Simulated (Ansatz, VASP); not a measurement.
## GaSb in VASP and in Ansatz

The input INCAR:

```
ALGO = Normal
EDIFF = 1E-6
ENCUT = 500
GGA = PS
GGA_COMPAT = False
ISIF = 2
ISMEAR = 0
LASPH = True
LCHARG = True
LELF = True
LREAL = False
LVHAR = True
LWAVE = False
NBANDS = 16
NELM = 120
PREC = Accurate
SIGMA = 0.1
```

KPOINTS

```
k-points
0
Gamma
  12 12 12
```

The input POSCAR:

```
GaSb
1.0
    0.0000000000      3.0858698452      3.0858698452
    3.0858698452      0.0000000000      3.0858698452
    3.0858698452      3.0858698452      0.0000000000
Ga Sb
1 1
Direct
    0.0000000000      0.0000000000      0.0000000000
    0.2500000000      0.2500000000      0.2500000000
```

Input for Ansatz:

```yaml
crystal:
  lattice:
    - [0.0, 3.085869846, 3.085869846]
    - [3.085869846, 0.0, 3.085869846]
    - [3.085869846, 3.085869846, 0.0]
  atoms:
    - { symbol: Ga, position: [0.0, 0.0, 0.0] }
    - { symbol: Sb, position: [0.25, 0.25, 0.25] }
basis:
  ecutwfc: 420
kpoints:
  mp_grid: { grid: [12, 12, 12] }
hamiltonian:
  xc: pbesol
scf:
  occupations: { method: gaussian, width: 0.1 }
output:
  forces: true
  stress: true
  eigenvalues: true
```

Alike in both runs: task single point; functional PBEsol; k mesh 12 × 12 × 12; occupations gaussian, width 0.1 eV; no spin polarisation.

|  | VASP | Ansatz |
| --- | --- | --- |
| version | VASP 6.6.1 | Ansatz 0.2.0 |
| potentials or method | VASP PAW PBE potentials, release 64 (Ga_d, Sb), cutoff 500 eV | scalar-relativistic, plane waves, PAW |
| valence electrons in the cell | 18 | 28 |

Ansatz gave:

| Item | Value |
| --- | --- |
| gap on the k mesh at the Fermi level (eV) | none |
| pressure (GPa) | -1.4 |

**Question.** Which values does VASP return?

**Answer.** gap on the k mesh at the Fermi level (eV): none; pressure (GPa): -1.3.

VASP's potentials were made for PBE, not for PBEsol. A gap of «none» marks a metal or a gap that the smearing closes. With one functional, cell and mesh, what is left measures potentials, basis and numerics. VASP's potentials hold 18 valence electrons a cell and Ansatz's 28, so a difference there can come from the potentials and not from the codes.

Spin-orbit coupling is off throughout.
